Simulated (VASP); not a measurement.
Set up this calculation in VASP 6.6.1, as the native input.

* Task: relaxation of cell and atoms
* Functional: LDA
* Potentials or basis: VASP PAW LDA potentials, release 64 (B_h)
* Cutoff: 910 eV
* k mesh: 17 × 17 × 5
* Occupations: fermi-dirac, width 0.1 eV
* Spin: no spin polarisation
* Dipole correction: no
* Second run: hard_potentials
* Further INCAR settings: ALGO = Normal; EDIFF = 1e-07; IBRION = 2; EDIFFG = -0.01; NSW = 80; ISIF = 3

The structure of B lies in POSCAR:

```
B
1.0
    2.1005919712      0.0000000000      0.0000000000
   -1.0502959856      1.8191660100      0.0000000000
    0.0000000000      0.0000000000      6.8605333778
B
4
Direct
    0.0000000000      0.0000000000      0.0000000000
    0.0000000000      0.0000000000      0.5000000000
    0.3333333333      0.6666666667      0.2500000000
    0.6666666667      0.3333333333      0.7500000000
```

The input as run:

INCAR

```
SYSTEM = B
  ALGO = Normal
  EDIFF = 1E-7
  EDIFFG = -0.01
  ENCUT = 910
  GGA = CA
  GGA_COMPAT = .FALSE.
  IBRION = 2
  ISIF = 3
  ISMEAR = -1
  LASPH = .TRUE.
  LCHARG = .FALSE.
  LREAL = .FALSE.
  LWAVE = .FALSE.
  NELM = 120
  NELMIN = 4
  NSW = 80
  PREC = Accurate
  SIGMA = 0.1
```

KPOINTS

```
k-points
0
G
  17 17 5
  0 0 0
```

Potentials or basis: VASP PAW LDA potentials, release 64 (B_h).

Command:

```console
$ cat potpaw_LDA.64/B_h/POTCAR > POTCAR
$ mpirun -np 1 vasp_std > vasp.out
```

It gave:

```yaml
Relaxed_volume: 7.24 Å³/atom
Relaxed_cell: a = 1.698 Å, b = 1.698 Å, c = 11.602 Å, α = 90.00°, β = 90.00°, γ = 120.00°
Space_group_after_relaxing_to_0.05_Å: P6_3/mmc (No. 194)
Energy_gained_by_relaxing: 637.1 meV/atom
Ionic_steps: 30
Pressure_after_relaxing: 0.0 GPa
Band_gap_on_the_k_mesh: zero (band 6 reaches 11.85 eV, above the bottom of band 7 at 1.43 eV)
```

Wall time 7.4 min on 1 thread of AMD EPYC 9R45 96-Core Processor (Zen 5) (shared host), peak memory 0.16 GiB.
